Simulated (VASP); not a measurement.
Input of a VASP 6.6.1 run:

File INCAR:

```
SYSTEM = MnO
ALGO     = Normal         ! electronic algorithm
EDIFF    = 1E-7           ! SCF threshold, eV
ENCUT    = 520            ! plane-wave cutoff, eV
GGA      = PE             ! functional
ISIF     = 2              ! what is computed and relaxed
ISMEAR   = 0              ! smearing method
ISPIN    = 2              ! spin polarisation
LASPH    = .True.         ! aspherical terms in the spheres
LCHARG   = .False.        ! write CHGCAR
LDAU     = .True.         ! DFT+U
LDAUJ    = 0 0          
LDAUL    = 2 -1           ! shell
LDAUPRINT= 1            
LDAUTYPE = 2            
LDAUU    = 6 0            ! U, eV
LMAXMIX  = 4              ! l up to which the mixer works
LORBIT   = 11             ! projections on sites
LREAL    = .False.        ! projectors in reciprocal space
LWAVE    = .False.        ! write WAVECAR
MAGMOM   = 4.7 -4.7 0 0   ! initial moments
NBANDS   = 31             ! bands
NELM     = 150            ! most SCF steps
PREC     = Accurate       ! precision mode
SIGMA    = 0.05           ! smearing width, eV
```

Contents of KPOINTS:

```
k-points
0
Gamma
  12 12 6
  0 0 0
```

The input POSCAR:

```
MnO
1.0
    0.0000000000      2.2695972285      2.2695972285
    2.2695972285      0.0000000000      2.2695972285
    4.4801717668      4.4801717668      0.0590226902
Mn O
2 2
Direct
    0.0000000000      0.0000000000      0.0000000000
    0.0000000000      0.0000000000      0.5000000000
    0.5000000006      0.5000000006      0.2499999991
    0.4999999994      0.4999999994      0.7500000009
```

Potentials or basis: VASP PAW PBE potentials, release 64 (Mn_pv, O).

The run is started by

```console
$ cat potpaw_PBE.64/Mn_pv/POTCAR potpaw_PBE.64/O/POTCAR > POTCAR
$ mpirun -np 1 vasp_std > vasp.out
```

Q: Estimate the site moments.

A: Mn +4.65, -4.65; O +0.00 μB.

Q: Estimate the pressure.

A: 0.3 GPa.

Q: Predict the net moment.

A: 0.00 μB per cell.

Eigenvalues of the final occupation matrices:
| site | spin | trace | eigenvalues |
| --- | --- | --- | --- |
| site 1 d | 1 | 4.79 | 0.94 0.94 0.94 0.98 0.98 |
| site 1 d | 2 | 0.17 | 0.02 0.02 0.02 0.06 0.06 |
| site 2 d | 1 | 0.17 | 0.02 0.02 0.02 0.06 0.06 |
| site 2 d | 2 | 4.79 | 0.94 0.94 0.94 0.98 0.98 |

The state reached can hang on the start; a lower one may exist.
